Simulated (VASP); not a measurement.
# Al (Fm-3m) in VASP: notebook, part 2 of 2

VASP 6.6.1. The steps go on from the part before.

## 3. Single point, r2SCANh

The input, POSCAR:

```
Al
1.0
    0.0000000000      2.0199310410      2.0199310410
    2.0199310410      0.0000000000      2.0199310410
    2.0199310410      2.0199310410      0.0000000000
Al
1
Direct
    0.0000000000      0.0000000000      0.0000000000
```

The input, INCAR.step1:

```
PREC = Accurate ; ENCUT = 520
EDIFF = 1E-5 ; ISMEAR = -1
SIGMA = 0.05 ; LREAL = False
LASPH = True ; NELM = 100
ALGO = Normal ; ISIF = 2
LWAVE = True ; LCHARG = False
GGA = PE ; NBANDS = 8
```

The input, INCAR.step2:

```
PREC = Accurate ; ENCUT = 520
EDIFF = 1E-7 ; ISMEAR = -1
SIGMA = 0.05 ; LREAL = False
LASPH = True ; NELM = 100
ALGO = Normal ; ISIF = 2
LWAVE = False ; LCHARG = False
METAGGA = R2SCAN ; LHFCALC = True
AEXX = 0.1 ; LMIXTAU = True
PRECFOCK = Normal ; ISTART = 1
NBANDS = 8
```

The input, KPOINTS:

```
regular mesh
0
Gamma
  9 9 9
```

Potentials or basis: VASP PAW PBE potentials, release 64 (Al).

Run with:

```bash
$ cat potpaw_PBE.64/Al/POTCAR > POTCAR
$ cp INCAR.step1 INCAR
$ mpirun -np 1 vasp_std > vasp.out
$ cp INCAR.step2 INCAR
$ mpirun -np 1 vasp_std > vasp.out
```

OUTCAR:

```text
PREC = Accurate
   ENCUT = 520
   EDIFF = 1E-7
   ISMEAR = -1
   LREAL = False
   LASPH = True
   NELM = 100
   ISIF = 2
   METAGGA = R2SCAN
   LHFCALC = True
   AEXX = 0.1
   PRECFOCK = Normal
   ISTART = 1

 ion  position               nearest neighbor table
   1  0.000  0.000  0.000-

  LATTYP: Found a face centered cubic cell.
 ALAT       =     4.0398620820

  Lattice vectors:

 A1 = (   0.0000000000,   2.0199310410,   2.0199310410)
 A2 = (   2.0199310410,   0.0000000000,   2.0199310410)
 A3 = (   2.0199310410,   2.0199310410,   0.0000000000)

Analysis of symmetry for initial positions (statically):
=====================================================================
 Subroutine PRICEL returns:
 Original cell was already a primitive cell.

 Routine SETGRP: Setting up the symmetry group for a
 face centered cubic supercell.

 Subroutine GETGRP returns: Found 48 space group operations
 (whereof 48 operations were pure point group operations)
 out of a pool of 48 trial point group operations.

The static configuration has the point symmetry O_h .

Analysis of symmetry for dynamics (positions and initial velocities):
=====================================================================
 Subroutine PRICEL returns:
 Original cell was already a primitive cell.

 Routine SETGRP: Setting up the symmetry group for a
 face centered cubic supercell.

 Subroutine GETGRP returns: Found 48 space group operations
 (whereof 48 operations were pure point group operations)
 out of a pool of 48 trial point group operations.

The dynamic configuration has the point symmetry O_h .

 Subroutine INISYM returns: Found 48 space group operations
 (whereof 48 operations are pure point group operations),
 and found     1 'primitive' translations

----------------------------------------------------------------------------------------

                                     Primitive cell

  volume of cell :      16.4831

  direct lattice vectors                    reciprocal lattice vectors
     0.000000000  2.019931041  2.019931041    -0.247533203  0.247533203  0.247533203
     2.019931041  0.000000000  2.019931041     0.247533203 -0.247533203  0.247533203
     2.019931041  2.019931041  0.000000000     0.247533203  0.247533203 -0.247533203

  length of vectors
     2.856613873  2.856613873  2.856613873     0.428740084  0.428740084  0.428740084

  position of ions in fractional coordinates (direct lattice)
     0.000000000  0.000000000  0.000000000

  ion indices of the primitive-cell ions
   primitive index   ion index
                 1           1

----------------------------------------------------------------------------------------

 KPOINTS: regular mesh

Automatic generation of k-mesh.
 Grid dimensions read from file:
 generate k-points for:    9    9    9

 Generating k-lattice:

  Cartesian coordinates                     Fractional coordinates (reciprocal lattice)
    -0.027503689  0.027503689  0.027503689     0.111111111  0.000000000  0.000000000
     0.027503689 -0.027503689  0.027503689     0.000000000  0.111111111  0.000000000
     0.027503689  0.027503689 -0.027503689     0.000000000  0.000000000  0.111111111

  Length of vectors
     0.047637787  0.047637787  0.047637787

  Shift w.r.t. Gamma in fractional coordinates (k-lattice)
[... 36 lines left out ...]
   total plane-waves  NPLWV =  13824
   dimension x,y,z NGX =    24 NGY =   24 NGZ =   24
   dimension x,y,z NGXF=    48 NGYF=   48 NGZF=   48
   ions per type =               1
   NGX,Y,Z   is equivalent  to a cutoff of  13.97, 13.97, 13.97 a.u.
   NGXF,Y,Z  is equivalent  to a cutoff of  27.93, 27.93, 27.93 a.u.
 SYSTEM =  unknown system
   PREC   = accura    normal or accurate (medium, high low for compatibility)
   ISTART =      1    job   : 0-new  1-cont  2-samecut
   ICHARG =      0    charge: 1-file 2-atom 10-const
   ISPIN  =      1    spin polarized calculation?
   LNONCOLLINEAR =      F non collinear calculations
   LSORBIT =      F    spin-orbit coupling
   LASPH  =      T    aspherical Exc in radial PAW
   ENCUT  =  520.0 eV  38.22 Ry    6.18 a.u.   5.31  5.31  5.31*2*pi/ulx,y,z
   NELM   =    100;   NELMIN=  2; NELMDL=  0     # of ELM steps
   EDIFF  = 0.1E-06   stopping-criterion for ELM
   LREAL  =      F    real-space projection
   EDIFFG = 0.1E-05   stopping-criterion for IOM
   NSW    =      0    number of steps for IOM
   IBRION =     -1    ionic relax: 0-MD 1-quasi-New 2-CG
   NFREE  =      0    steps in history (QN), initial steepest desc. (CG)
   ISIF   =      2    stress and relaxation
   ISYM   =      3    0-nonsym 1-usesym 2-fastsym
   POTIM  = 0.5000    time-step for ionic-motion
   TEBEG  =    0.0;   TEEND  =   0.0 temperature during run
   PSTRESS=    0.0 pullay stress
   NELECT =       3.0000    total number of electrons
   NUPDOWN=      -1.0000    fix difference up-down
   EMIN   =  10.00;   EMAX   =-10.00  energy-range for DOS
   EFERMI =   0.00;   METHOD = LEGACY
   ISMEAR =    -1;   SIGMA  =   0.05  broadening in eV -4-tet -1-fermi 0-gaus
   EFERMI_NEDOS =   21; number of points for ismear=-14 and -15
   IALGO  =     38    algorithm
   IMIX   =      1    mixing-type and parameters
     AMIX     =   0.40;   BMIX     =  1.00
     AMIX_MAG =   1.60;   BMIX_MAG =  1.00
  volume/ion in A,a.u.               =      16.48       111.23
  Fermi-wavevector in a.u.,A,eV,Ry     =   0.927759  1.753211 11.711045  0.860738
  Thomas-Fermi vector in A             =   2.053864
   LORBIT       =      0    0 simple, 1 ext, 2 COOP (PROOUT), +10 PAW based schemes
   METAGGA = R2SCAN    functional components
   LHFCALC =     T    Hartree Fock is set to
   PRECFOCK=normal    Normal, Fast or Accurate (Low or Medium for compatibility)
   ENCUT4O =  -1.0   cutoff for four orbital integrals eV
   NKREDX  =     1    reduce k-point grid by
   NKREDY  =     1    reduce k-point grid by
   NKREDZ  =     1    reduce k-point grid by
   AEXX    =    0.1000 exact exchange contribution
   HFSCREEN=    0.0000 screening length (either q_TF or 0.3 A-1)
   HFSCREENC=   0.0000 screening length for correlation (either q_TF or 0.3 A-1)
   ENCUTFOCK=  -1.0 apply spherical cutoff to Coloumb kernel
   IVDW    =     0    specifies the selected vdW correction
   LEPSILON=     F    determine dielectric tensor
   LRPA    =     F    only Hartree local field effects (RPA)
 non-spin polarized calculation
  energy-cutoff  :      520.00
  volume of cell :       16.48
 maximum number of plane-waves:       459
 NGX is ok and might be reduce to    24
  NGX = 16; NGY = 16; NGZ = 16

 number of electron       3.0000000 magnetization

 Free energy of the ion-electron system (eV)
  ---------------------------------------------------
  ext. energy  EPLUGINS =         0.00000000
  ---------------------------------------------------
  free energy    TOTEN  =        -6.66545161 eV

  energy without entropy =       -6.66045281  energy(sigma->0) =       -6.66295221

 E-fermi :   8.0125     XC(G=0):  -9.9168

 val. band max:        7.8701598138   @ k =  -0.3333   0.4444   0.1111
 cond. band min:       8.0473158017   @ k =  -0.4444   0.3333   0.1111
 fundamental gap:      0.1771559879
 Fermi energy:         8.0124880422

 k-point     1 :       0.0000    0.0000    0.0000
  band No.  band energies     occupation
      1      -4.5059      2.00000
      2      21.8252      0.00000
      3      21.8252      0.00000
      4      21.8252      0.00000
      5      23.6519      0.00000
      6      23.6519      0.00000
      7      23.6519      0.00000
      8      25.7855      0.00000
[... 243 lines left out ...]
 k-point    24 :       0.4444    0.4444    0.0000
  band No.  band energies     occupation
      1       3.1819      2.00000
      2       7.8286      1.95071
      3      13.9687      0.00000
      4      14.4608      0.00000
      5      14.4608      0.00000
      6      18.3831      0.00000
      7      35.0523      0.00000
      8      36.6568      0.00000

 [... further k-points ...]

------------------------ aborting loop because EDIFF is reached ----------------------------------------

  FORCE on cell =-STRESS in cart. coord.  units (eV):
  Direction    XX          YY          ZZ          XY          YZ          ZX
  --------------------------------------------------------------------------------------
  -------------------------------------------------------------------------------------
  Total       -0.2711369     -0.2711369     -0.2711369      0.0000000      0.0000000     -0.0000000
  in kB      -26.3547867    -26.3547867    -26.3547867      0.0000000      0.0000000     -0.0000000
  external PRESSURE =     -26.3547867 kB  Pullay stress =       0.0000000 kB

 VOLUME and BASIS-vectors are now :
 -----------------------------------------------------------------------------
  energy-cutoff  :      520.00
  volume of cell :       16.48
      direct lattice vectors                 reciprocal lattice vectors
     0.000000000  2.019931041  2.019931041    -0.247533203  0.247533203  0.247533203
     2.019931041  0.000000000  2.019931041     0.247533203 -0.247533203  0.247533203
     2.019931041  2.019931041  0.000000000     0.247533203  0.247533203 -0.247533203

 POSITION                                       TOTAL-FORCE (eV/Angst)
 -----------------------------------------------------------------------------------
      0.00000      0.00000      0.00000         0.000000     -0.000000     -0.000000
 -----------------------------------------------------------------------------------
    total drift:                                0.000000      0.000000      0.000000

  FREE ENERGIE OF THE ION-ELECTRON SYSTEM (eV)
  ---------------------------------------------------
  free  energy   TOTEN  =        -6.6654516114 eV

  energy  without entropy=       -6.6604528118  energy(sigma->0) =       -6.66295221
```

Wall time 13 min (1 thread of Intel Xeon 6975P-C, shared host); peak memory 0.16 GiB.

What came out:

| Item | Value |
| --- | --- |
| Free energy | -6.6655 eV |
| Pressure | -2.6 GPa |

Caveat: the PAW data sets were made with another functional, which shifts forces and pressure a little.
